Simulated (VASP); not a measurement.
# MgO (Fm-3m) in VASP: notebook

Runs on MgO. Level: PBE. Tasks: single point.

Program: VASP 6.6.1. These are calculated values, not measurements. Logs are shortened: lines on timing, memory, paths and dates and some standing lists are left out, and cuts for length are marked.

### Step 1. The cell of the first run

The structure is cubic, space group Fm-3m (No. 225). The conventional cell has a = 4.198 Å, b = 4.198 Å, c = 4.198 Å, α = 90.00°, β = 90.00°, γ = 90.00°. Within 2.8 Å of Mg (site symmetry m-3m) lie 6 O at 2.10 Å. Within 2.8 Å of O (site symmetry m-3m) lie 6 Mg at 2.10 Å.

### Step 2. Single point, PBE (volume scaled by 0.95)

File INCAR:

```
  ALGO = Normal
  EDIFF = 1E-6
  ENCUT = 520
  GGA = PE
  ISIF = 2
  ISMEAR = -1
  LASPH = True
  LCHARG = True
  LELF = True
  LREAL = False
  LVHAR = True
  LWAVE = False
  NBANDS = 11
  NELM = 80
  PREC = Accurate
  SIGMA = 0.01
```

File KPOINTS:

```
k-points
0
Gamma
  10 10 10
```

File POSCAR:

```
MgO
1.0
    0.0000000000      2.0989540244      2.0989540244
    2.0989540244      0.0000000000      2.0989540244
    2.0989540244      2.0989540244      0.0000000000
Mg O
1 1
Direct
    0.0000000000      0.0000000000      0.0000000000
    0.5000000000      0.5000000000      0.5000000000
```

Potentials or basis: VASP PAW PBE potentials, release 64 (Mg, O).

Run with:

```sh
$ cat potpaw_PBE.64/Mg/POTCAR potpaw_PBE.64/O/POTCAR > POTCAR
$ mpirun -np 1 vasp_std > vasp.out
```

OUTCAR:

```text
EDIFF = 1E-6
   ENCUT = 520
   GGA = PE
   ISIF = 2
   ISMEAR = -1
   LASPH = True
   LREAL = False
   NELM = 80
   PREC = Accurate

 ion  position               nearest neighbor table
   1  0.000  0.000  0.000-   2 2.10   2 2.10   2 2.10   2 2.10   2 2.10   2 2.10
   2  0.500  0.500  0.500-   1 2.10   1 2.10   1 2.10   1 2.10   1 2.10   1 2.10

  LATTYP: Found a face centered cubic cell.
 ALAT       =     4.1979080488

  Lattice vectors:

 A1 = (   0.0000000000,   2.0989540244,   2.0989540244)
 A2 = (   2.0989540244,   0.0000000000,   2.0989540244)
 A3 = (   2.0989540244,   2.0989540244,   0.0000000000)

Analysis of symmetry for initial positions (statically):
=====================================================================
 Subroutine PRICEL returns:
 Original cell was already a primitive cell.

 Routine SETGRP: Setting up the symmetry group for a
 face centered cubic supercell.

 Subroutine GETGRP returns: Found 48 space group operations
 (whereof 48 operations were pure point group operations)
 out of a pool of 48 trial point group operations.

The static configuration has the point symmetry O_h .

Analysis of symmetry for dynamics (positions and initial velocities):
=====================================================================
 Subroutine PRICEL returns:
 Original cell was already a primitive cell.

 Routine SETGRP: Setting up the symmetry group for a
 face centered cubic supercell.

 Subroutine GETGRP returns: Found 48 space group operations
 (whereof 48 operations were pure point group operations)
 out of a pool of 48 trial point group operations.

The dynamic configuration has the point symmetry O_h .

 Subroutine INISYM returns: Found 48 space group operations
 (whereof 48 operations are pure point group operations),
 and found     1 'primitive' translations

----------------------------------------------------------------------------------------

                                     Primitive cell

  volume of cell :      18.4943

  direct lattice vectors                    reciprocal lattice vectors
     0.000000000  2.098954024  2.098954024    -0.238213889  0.238213889  0.238213889
     2.098954024  0.000000000  2.098954024     0.238213889 -0.238213889  0.238213889
     2.098954024  2.098954024  0.000000000     0.238213889  0.238213889 -0.238213889

  length of vectors
     2.968369248  2.968369248  2.968369248     0.412598558  0.412598558  0.412598558

  position of ions in fractional coordinates (direct lattice)
     0.000000000  0.000000000  0.000000000
     0.500000000  0.500000000  0.500000000

  ion indices of the primitive-cell ions
   primitive index   ion index
                 1           1
                 2           2

----------------------------------------------------------------------------------------

 KPOINTS: k-points

Automatic generation of k-mesh.
 Grid dimensions read from file:
 generate k-points for:   10   10   10

 Generating k-lattice:

  Cartesian coordinates                     Fractional coordinates (reciprocal lattice)
    -0.023821389  0.023821389  0.023821389     0.100000000  0.000000000  0.000000000
     0.023821389 -0.023821389  0.023821389     0.000000000  0.100000000  0.000000000
     0.023821389  0.023821389 -0.023821389     0.000000000  0.000000000  0.100000000

  Length of vectors
     0.041259856  0.041259856  0.041259856

  Shift w.r.t. Gamma in fractional coordinates (k-lattice)
     0.000000000  0.000000000  0.000000000

 Subroutine IBZKPT returns following result:
 ===========================================

 Found     47 irreducible k-points:

 Following reciprocal coordinates:
            Coordinates               Weight
  0.000000  0.000000  0.000000      1.000000
  0.100000  0.000000  0.000000      8.000000
  0.200000  0.000000  0.000000      8.000000
  0.300000  0.000000  0.000000      8.000000
  0.400000  0.000000  0.000000      8.000000
  0.500000  0.000000  0.000000      4.000000
[... 16 lines left out ...]
  0.300000  0.300000  0.000000      6.000000
  0.400000  0.300000  0.000000     24.000000
 [... further k-points ...]
   k-points           NKPTS =     47   k-points in BZ     NKDIM =     47   number of bands    NBANDS=     11
   number of dos      NEDOS =    301   number of ions     NIONS =      2
   total plane-waves  NPLWV =  13824
   dimension x,y,z NGX =    24 NGY =   24 NGZ =   24
   dimension x,y,z NGXF=    48 NGYF=   48 NGZF=   48
   ions per type =               1   1
   NGX,Y,Z   is equivalent  to a cutoff of  13.44, 13.44, 13.44 a.u.
   NGXF,Y,Z  is equivalent  to a cutoff of  26.88, 26.88, 26.88 a.u.
 SYSTEM =  unknown system
   PREC   = accura    normal or accurate (medium, high low for compatibility)
   ISTART =      0    job   : 0-new  1-cont  2-samecut
   ICHARG =      2    charge: 1-file 2-atom 10-const
   ISPIN  =      1    spin polarized calculation?
   LNONCOLLINEAR =      F non collinear calculations
   LSORBIT =      F    spin-orbit coupling
   LASPH  =      T    aspherical Exc in radial PAW
   ENCUT  =  520.0 eV  38.22 Ry    6.18 a.u.   5.52  5.52  5.52*2*pi/ulx,y,z
   NELM   =     80;   NELMIN=  2; NELMDL= -5     # of ELM steps
   EDIFF  = 0.1E-05   stopping-criterion for ELM
   LREAL  =      F    real-space projection
   EDIFFG = 0.1E-04   stopping-criterion for IOM
   NSW    =      0    number of steps for IOM
   IBRION =     -1    ionic relax: 0-MD 1-quasi-New 2-CG
   NFREE  =      0    steps in history (QN), initial steepest desc. (CG)
   ISIF   =      2    stress and relaxation
   ISYM   =      2    0-nonsym 1-usesym 2-fastsym
   POTIM  = 0.5000    time-step for ionic-motion
   TEBEG  =    0.0;   TEEND  =   0.0 temperature during run
   PSTRESS=    0.0 pullay stress
   NELECT =       8.0000    total number of electrons
   NUPDOWN=      -1.0000    fix difference up-down
   EMIN   =  10.00;   EMAX   =-10.00  energy-range for DOS
   EFERMI =   0.00;   METHOD = LEGACY
   ISMEAR =    -1;   SIGMA  =   0.01  broadening in eV -4-tet -1-fermi 0-gaus
   EFERMI_NEDOS =   21; number of points for ismear=-14 and -15
   IALGO  =     38    algorithm
   IMIX   =      4    mixing-type and parameters
     AMIX     =   0.40;   BMIX     =  1.00
     AMIX_MAG =   1.60;   BMIX_MAG =  1.00
  volume/ion in A,a.u.               =       9.25        62.40
  Fermi-wavevector in a.u.,A,eV,Ry     =   1.238108  2.339685 20.856530  1.532912
  Thomas-Fermi vector in A             =   2.372647
   LORBIT       =      0    0 simple, 1 ext, 2 COOP (PROOUT), +10 PAW based schemes
   GGA     = PE    functional components
   LHFCALC =     F    Hartree Fock is set to
   AEXX    =    0.0000 exact exchange contribution
   IVDW    =     0    specifies the selected vdW correction
   LEPSILON=     F    determine dielectric tensor
   LRPA    =     F    only Hartree local field effects (RPA)
 non-spin polarized calculation
  energy-cutoff  :      520.00
  volume of cell :       18.49
 maximum number of plane-waves:       531
 NGX is ok and might be reduce to    24
   NGX = 11   NGY = 11   NGZ = 11

 number of electron       8.0000004 magnetization

 Free energy of the ion-electron system (eV)
  ---------------------------------------------------
  ext. energy  EPLUGINS =         0.00000000
  ---------------------------------------------------
  free energy    TOTEN  =       -11.89966760 eV

  energy without entropy =      -11.89966760  energy(sigma->0) =      -11.89966760

 E-fermi :   3.4786     XC(G=0): -11.1266

 val. band max:        3.2632748087   @ k =   0.0000   0.0000   0.0000
 cond. band min:       8.0885614045   @ k =   0.0000   0.0000   0.0000
 fundamental gap:      4.8252865958
 Fermi energy:         3.4786154467

 k-point     1 :       0.0000    0.0000    0.0000
  band No.  band energies     occupation
      1     -14.0524      2.00000
      2       3.2633      2.00000
      3       3.2633      2.00000
      4       3.2633      2.00000
      5       8.0886      0.00000
      6      19.1201      0.00000
      7      19.1201      0.00000
      8      19.1201      0.00000
      9      23.0635      0.00000
     10      24.8497      0.00000
     11      24.8497      0.00000

 k-point     2 :       0.1000    0.0000    0.0000
  band No.  band energies     occupation
      1     -13.9447      2.00000
      2       2.6095      2.00000
      3       3.1945      2.00000
      4       3.1945      2.00000
      5       8.7162      0.00000
      6      17.8679      0.00000
      7      19.3640      0.00000
      8      19.3640      0.00000
      9      24.1364      0.00000
     10      24.1364      0.00000
     11      24.7396      0.00000

 k-point     3 :       0.2000    0.0000    0.0000
  band No.  band energies     occupation
      1     -13.6486      2.00000
      2       1.2787      2.00000
      3       3.0204      2.00000
      4       3.0204      2.00000
      5       9.9114      0.00000
      6      16.3586      0.00000
      7      19.8610      0.00000
      8      19.8610      0.00000
      9      23.4482      0.00000
     10      23.4482      0.00000
     11      25.6914      0.00000

 k-point     4 :       0.3000    0.0000    0.0000
  band No.  band energies     occupation
      1     -13.2485      2.00000
      2      -0.0570      2.00000
      3       2.8157      2.00000
      4       2.8157      2.00000
      5      10.8384      0.00000
      6      15.6914      0.00000
      7      19.9953      0.00000
      8      19.9953      0.00000
      9      23.8923      0.00000
     10      23.8923      0.00000
     11      25.0784      0.00000
[... 239 lines left out ...]
 k-point    22 :      -0.2000    0.2000    0.0000
  band No.  band energies     occupation
      1     -13.1301      2.00000
      2       0.1422      2.00000
      3       1.9116      2.00000
      4       2.8115      2.00000
      5      11.8075      0.00000
      6      15.2250      0.00000
      7      18.4893      0.00000
      8      21.1803      0.00000
      9      21.8162      0.00000
     10      24.7480      0.00000
     11      28.2800      0.00000

 k-point    23 :       0.3000    0.3000    0.0000
  band No.  band energies     occupation
      1     -13.0432      2.00000
      2       0.0856      2.00000
      3       2.3160      2.00000
      4       2.3160      2.00000
      5      12.2232      0.00000
      6      13.7175      0.00000
      7      17.8054      0.00000
      8      21.3239      0.00000
      9      21.3239      0.00000
     10      27.5220      0.00000
     11      30.8535      0.00000

 k-point    24 :       0.4000    0.3000    0.0000
  band No.  band energies     occupation
      1     -12.7910      2.00000
      2      -0.3448      2.00000
      3       1.9459      2.00000
      4       2.1671      2.00000
      5      12.9313      0.00000
      6      13.4808      0.00000
      7      16.9740      0.00000
      8      21.5759      0.00000
      9      21.7842      0.00000
     10      28.2758      0.00000
     11      30.4467      0.00000

 [... further k-points ...]
[... 5 lines left out ...]
  --------------------------------------------------------------------------------------
  -------------------------------------------------------------------------------------
  Total        0.6563609      0.6563609      0.6563609     -0.0000000      0.0000000      0.0000000
  in kB       56.8610008     56.8610008     56.8610008     -0.0000000      0.0000000      0.0000000
  external PRESSURE =      56.8610008 kB  Pullay stress =       0.0000000 kB

 VOLUME and BASIS-vectors are now :
 -----------------------------------------------------------------------------
  energy-cutoff  :      520.00
  volume of cell :       18.49
      direct lattice vectors                 reciprocal lattice vectors
     0.000000000  2.098954024  2.098954024    -0.238213889  0.238213889  0.238213889
     2.098954024  0.000000000  2.098954024     0.238213889 -0.238213889  0.238213889
     2.098954024  2.098954024  0.000000000     0.238213889  0.238213889 -0.238213889

 POSITION                                       TOTAL-FORCE (eV/Angst)
 -----------------------------------------------------------------------------------
      0.00000      0.00000      0.00000        -0.000000     -0.000000     -0.000000
      2.09895      2.09895      2.09895         0.000000      0.000000      0.000000
 -----------------------------------------------------------------------------------
    total drift:                               -0.000000     -0.000000      0.000000

  FREE ENERGIE OF THE ION-ELECTRON SYSTEM (eV)
  ---------------------------------------------------
  free  energy   TOTEN  =       -11.8996675975 eV

  energy  without entropy=      -11.8996675975  energy(sigma->0) =      -11.89966760
```

Run time: 6.6 s. Hardware: 1 thread of Intel Xeon Platinum 8488C (Sapphire Rapids), shared host; peak memory 0.14 GiB.

Results:

```yaml
Free_energy: -11.8997 eV
Pressure: 5.7 GPa
Band_gap_on_the_k_mesh: 4.83 eV, direct
```

(Part 1 of 2 ends here.)
